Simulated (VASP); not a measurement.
# MoS2 (P6_3/mmc) in VASP: a series of runs, part 2 of 2

VASP 6.6.1.

## (3) Relaxation of cell and atoms, PBE

The input, INCAR:

```
PREC     = Accurate       # precision mode
ENCUT    = 600            # plane-wave cutoff, eV
EDIFF    = 1E-7           # SCF threshold, eV
ISMEAR   = 0              # smearing method
SIGMA    = 0.02           # smearing width, eV
LREAL    = False          # projectors in reciprocal space
LASPH    = True           # aspherical terms in the spheres
NELM     = 60             # most SCF steps
ALGO     = Normal         # electronic algorithm
ISIF     = 3              # what is computed and relaxed
LWAVE    = False          # write WAVECAR
LCHARG   = False          # write CHGCAR
GGA      = PE             # functional
IBRION   = 2              # ionic algorithm
NSW      = 100            # ionic steps
EDIFFG   = -0.005         # ionic threshold
```

The input, KPOINTS:

```
regular mesh
0
Gamma
  12 12 2
```

The input, POSCAR:

```
MoS2
1.0
    3.1850687667      0.0000000029      0.0000000000
   -1.5925343858      2.7583504633      0.0000000000
    0.0000000000      0.0000000000     14.8079955286
Mo S
2 4
Direct
    0.6666666667      0.3333333333      0.2500000000
    0.3333333333      0.6666666667      0.7500000000
    0.6666666667      0.3333333333      0.6444803575
    0.3333333333      0.6666666667      0.3555196425
    0.6666666667      0.3333333333      0.8555196425
    0.3333333333      0.6666666667      0.1444803575
```

Potentials or basis: VASP PAW PBE potentials, release 64 (Mo_sv, S).

The run is started by

```sh
cat potpaw_PBE.64/Mo_sv/POTCAR potpaw_PBE.64/S/POTCAR > POTCAR
mpirun -np 1 vasp_std > vasp.out
```

OUTCAR:

```text
PREC = Accurate
   ENCUT = 600
   EDIFF = 1E-7
   ISMEAR = 0
   LREAL = False
   LASPH = True
   NELM = 60
   ISIF = 3
   GGA = PE
   IBRION = 2
   NSW = 100
   EDIFFG = -0.005

 ion  position               nearest neighbor table
   1  0.667  0.333  0.250-   4 2.41   6 2.41   4 2.41   6 2.41   4 2.41   6 2.41
   2  0.333  0.667  0.750-   3 2.41   5 2.41   3 2.41   5 2.41   3 2.41   5 2.41
   3  0.667  0.333  0.644-   2 2.41   2 2.41   2 2.41
   4  0.333  0.667  0.356-   1 2.41   1 2.41   1 2.41
   5  0.667  0.333  0.856-   2 2.41   2 2.41   2 2.41
   6  0.333  0.667  0.144-   1 2.41   1 2.41   1 2.41

  LATTYP: Found a hexagonal cell.
 ALAT       =     3.1850687667
 C/A-ratio  =     4.6491917799

  Lattice vectors:

 A1 = (   3.1850687667,   0.0000000029,   0.0000000000)
 A2 = (  -1.5925343858,   2.7583504633,   0.0000000000)
 A3 = (   0.0000000000,   0.0000000000,  14.8079955286)

Analysis of symmetry for initial positions (statically):
=====================================================================
 Subroutine PRICEL returns:
 Original cell was already a primitive cell.

 Routine SETGRP: Setting up the symmetry group for a
 hexagonal supercell.

 Subroutine GETGRP returns: Found 24 space group operations
 (whereof 12 operations were pure point group operations)
 out of a pool of 24 trial point group operations.

The static configuration has the point symmetry D_3d.
 The point group associated with its full space group is D_6h.

Analysis of symmetry for dynamics (positions and initial velocities):
=====================================================================
 Subroutine PRICEL returns:
 Original cell was already a primitive cell.

 Routine SETGRP: Setting up the symmetry group for a
 hexagonal supercell.

 Subroutine GETGRP returns: Found 24 space group operations
 (whereof 12 operations were pure point group operations)
 out of a pool of 24 trial point group operations.

The dynamic configuration has the point symmetry D_3d.
 The point group associated with its full space group is D_6h.

 Subroutine INISYM returns: Found 24 space group operations
 (whereof 12 operations are pure point group operations),
 and found     1 'primitive' translations

----------------------------------------------------------------------------------------

                                     Primitive cell

  volume of cell :     130.0962

  direct lattice vectors                    reciprocal lattice vectors
     3.185068767  0.000000003  0.000000000     0.313964964  0.181267757  0.000000000
    -1.592534386  2.758350463  0.000000000    -0.000000000  0.362535513  0.000000000
     0.000000000  0.000000000 14.807995529     0.000000000  0.000000000  0.067531085

  length of vectors
     3.185068767  3.185068767 14.807995529     0.362535513  0.362535513  0.067531085

  position of ions in fractional coordinates (direct lattice)
     0.666666667  0.333333333  0.250000000
     0.333333333  0.666666667  0.750000000
     0.666666667  0.333333333  0.644480358
     0.333333333  0.666666667  0.355519642
     0.666666667  0.333333333  0.855519642
     0.333333333  0.666666667  0.144480358

  ion indices of the primitive-cell ions
   primitive index   ion index
                 1           1
[... 57 lines left out ...]
  0.333333 -0.000000  0.500000      6.000000
 [... further k-points ...]
   k-points           NKPTS =     38   k-points in BZ     NKDIM =     38   number of bands    NBANDS=     31
   number of dos      NEDOS =    301   number of ions     NIONS =      6
   total plane-waves  NPLWV =  94080
   dimension x,y,z NGX =    28 NGY =   28 NGZ =  120
   dimension x,y,z NGXF=    56 NGYF=   56 NGZF=  240
   ions per type =               2   4
   NGX,Y,Z   is equivalent  to a cutoff of  14.61, 14.61, 13.47 a.u.
   NGXF,Y,Z  is equivalent  to a cutoff of  29.23, 29.23, 26.94 a.u.
 SYSTEM =  unknown system
   PREC   = accura    normal or accurate (medium, high low for compatibility)
   ISTART =      0    job   : 0-new  1-cont  2-samecut
   ICHARG =      2    charge: 1-file 2-atom 10-const
   ISPIN  =      1    spin polarized calculation?
   LNONCOLLINEAR =      F non collinear calculations
   LSORBIT =      F    spin-orbit coupling
   LASPH  =      T    aspherical Exc in radial PAW
   ENCUT  =  600.0 eV  44.10 Ry    6.64 a.u.   6.36  6.36 29.58*2*pi/ulx,y,z
   NELM   =     60;   NELMIN=  2; NELMDL= -5     # of ELM steps
   EDIFF  = 0.1E-06   stopping-criterion for ELM
   LREAL  =      F    real-space projection
   EDIFFG = -.5E-02   stopping-criterion for IOM
   NSW    =    100    number of steps for IOM
   IBRION =      2    ionic relax: 0-MD 1-quasi-New 2-CG
   NFREE  =      1    steps in history (QN), initial steepest desc. (CG)
   ISIF   =      3    stress and relaxation
   ISYM   =      2    0-nonsym 1-usesym 2-fastsym
   POTIM  = 0.5000    time-step for ionic-motion
   TEBEG  =    0.0;   TEEND  =   0.0 temperature during run
   PSTRESS=    0.0 pullay stress
   NELECT =      52.0000    total number of electrons
   NUPDOWN=      -1.0000    fix difference up-down
   EMIN   =  10.00;   EMAX   =-10.00  energy-range for DOS
   EFERMI =   0.00;   METHOD = LEGACY
   ISMEAR =     0;   SIGMA  =   0.02  broadening in eV -4-tet -1-fermi 0-gaus
   EFERMI_NEDOS =   21; number of points for ismear=-14 and -15
   IALGO  =     38    algorithm
   IMIX   =      4    mixing-type and parameters
     AMIX     =   0.40;   BMIX     =  1.00
     AMIX_MAG =   1.60;   BMIX_MAG =  1.00
  volume/ion in A,a.u.               =      21.68       146.32
  Fermi-wavevector in a.u.,A,eV,Ry     =   1.205927  2.278872 19.786415  1.454260
  Thomas-Fermi vector in A             =   2.341609
   LORBIT       =      0    0 simple, 1 ext, 2 COOP (PROOUT), +10 PAW based schemes
   GGA     = PE    functional components
   LHFCALC =     F    Hartree Fock is set to
   AEXX    =    0.0000 exact exchange contribution
   IVDW    =     0    specifies the selected vdW correction
   LEPSILON=     F    determine dielectric tensor
   LRPA    =     F    only Hartree local field effects (RPA)
 conjugate gradient relaxation of ions
 non-spin polarized calculation
 Gauss-broadening in eV      SIGMA  =   0.02
  energy-cutoff  :      600.00
  volume of cell :      130.10
 maximum number of plane-waves:      4372
 NGX is ok and might be reduce to    28
   NGX = 13   NGY = 13   NGZ = 59

--------------------------------------- Ionic step        1  -------------------------------------------

 number of electron      51.9999996 magnetization

 Free energy of the ion-electron system (eV)
  ---------------------------------------------------
  ext. energy  EPLUGINS =         0.00000000
  ---------------------------------------------------
  free energy    TOTEN  =       -43.71692430 eV

  energy without entropy =      -43.71692430  energy(sigma->0) =      -43.71692430

------------------------ aborting loop because EDIFF is reached ----------------------------------------

  FORCE on cell =-STRESS in cart. coord.  units (eV):
  Direction    XX          YY          ZZ          XY          YZ          ZX
  --------------------------------------------------------------------------------------
  -------------------------------------------------------------------------------------
  Total       -0.0724569     -0.0724569     -0.1072780     -0.0000000      0.0000000      0.0000000
  in kB       -0.8923308     -0.8923308     -1.3211643     -0.0000000      0.0000000      0.0000000
  external PRESSURE =      -1.0352753 kB  Pullay stress =       0.0000000 kB
[... 107 lines left out ...]
--------------------------------------- Ionic step        4  -------------------------------------------

 number of electron      51.9999996 magnetization

 Free energy of the ion-electron system (eV)
  ---------------------------------------------------
  ext. energy  EPLUGINS =         0.00000000
  ---------------------------------------------------
  free energy    TOTEN  =       -43.71696032 eV

  energy without entropy =      -43.71696032  energy(sigma->0) =      -43.71696032

 E-fermi :   5.0809     XC(G=0):  -9.4431

 val. band max:        4.7956525190   @ k =   0.0000   0.0000   0.0000
 cond. band min:       6.2534145879   @ k =   0.3333   0.3333   0.0000
 fundamental gap:      1.4577620688
 Fermi energy:         5.0808792823

 k-point     1 :       0.0000    0.0000    0.0000
  band No.  band energies     occupation
      1     -56.2788      2.00000
      2     -56.2788      2.00000
      3     -30.4176      2.00000
      4     -30.4175      2.00000
      5     -30.2153      2.00000
      6     -30.2153      2.00000
[... 805 lines left out ...]
     30       6.9230      0.00000
     31       8.0067      0.00000

 [... further k-points ...]

------------------------ aborting loop because EDIFF is reached ----------------------------------------

  FORCE on cell =-STRESS in cart. coord.  units (eV):
  Direction    XX          YY          ZZ          XY          YZ          ZX
  --------------------------------------------------------------------------------------
  -------------------------------------------------------------------------------------
  Total        0.0012167      0.0012167     -0.0005751      0.0000000      0.0000000      0.0000000
  in kB        0.0149951      0.0149951     -0.0070878      0.0000000      0.0000000      0.0000000
  external PRESSURE =       0.0076341 kB  Pullay stress =       0.0000000 kB
[... 21 lines left out ...]
  FREE ENERGIE OF THE ION-ELECTRON SYSTEM (eV)
  ---------------------------------------------------
  free  energy   TOTEN  =       -43.7169603163 eV

  energy  without entropy=      -43.7169603163  energy(sigma->0) =      -43.71696032

 reached required accuracy - stopping structural energy minimisation
```

Wall time 5.8 min (1 thread of Intel Xeon 6975P-C (Granite Rapids), shared host); peak memory 0.39 GiB.

What came out:

```
Free energy                           : -43.7170 eV
Relaxed volume                        : 21.67 Å³/atom
Relaxed cell                          : a = 3.184 Å, b = 3.184 Å, c = 14.804 Å, α = 90.00°, β = 90.00°, γ = 120.00°
Space group after relaxing (to 0.1 Å) : P6_3/mmc (No. 194)
Energy gained by relaxing             : 0.0 meV/atom
Ionic steps                           : 4
Pressure after relaxing               : 0.0 GPa
Largest force after relaxing          : 0.005 eV/Å
Band gap on the k mesh                : 1.46 eV (least direct gap 1.67 eV)
```

Forces in eV/Å, atoms in the order of the input:
```
Mo   0.000  0.000  0.000
Mo   0.000  0.000  0.000
S    0.000  0.000 -0.005
S    0.000  0.000  0.005
S    0.000  0.000  0.005
S    0.000  0.000 -0.005
```

Final structure:
```xyz
6
Lattice="3.1844 0.0000 0.0000 -1.5922 2.7578 0.0000 0.0000 0.0000 14.8036" Properties=species:S:1:pos:R:3 pbc="T T T"
Mo    1.5922    0.9193    3.7009
Mo    0.0000    1.8385   11.1027
S     1.5922    0.9193    9.5408
S     0.0000    1.8385    5.2628
S     1.5922    0.9193   12.6646
S     0.0000    1.8385    2.1390
```

Levels at points of the mesh, in eV from the valence-band top:
| k point | band 23 | band 24 | band 25 | band 26 | band 27 | band 28 | band 29 | band 30 |
| --- | --- | --- | --- | --- | --- | --- | --- | --- |
| (0.00, 0.00, 0.00) | -1.71 | -1.67 | -0.39 | 0.00 | 2.55 | 2.55 | 2.55 | 2.55 |
| (0.50, 0.00, 0.00) | -1.19 | -1.18 | -0.84 | -0.83 | 2.03 | 2.04 | 2.52 | 2.57 |
| (0.00, 0.00, 0.50) | -1.71 | -1.71 | -0.16 | -0.16 | 2.55 | 2.55 | 2.55 | 2.55 |
| (0.50, 0.00, 0.50) | -1.18 | -1.18 | -0.84 | -0.84 | 2.03 | 2.03 | 2.55 | 2.55 |

Caveat: this functional lacks dispersion, which binds layers or chains, so the pressure and a relaxed spacing across them are unreliable. A k mesh can miss the band edges.
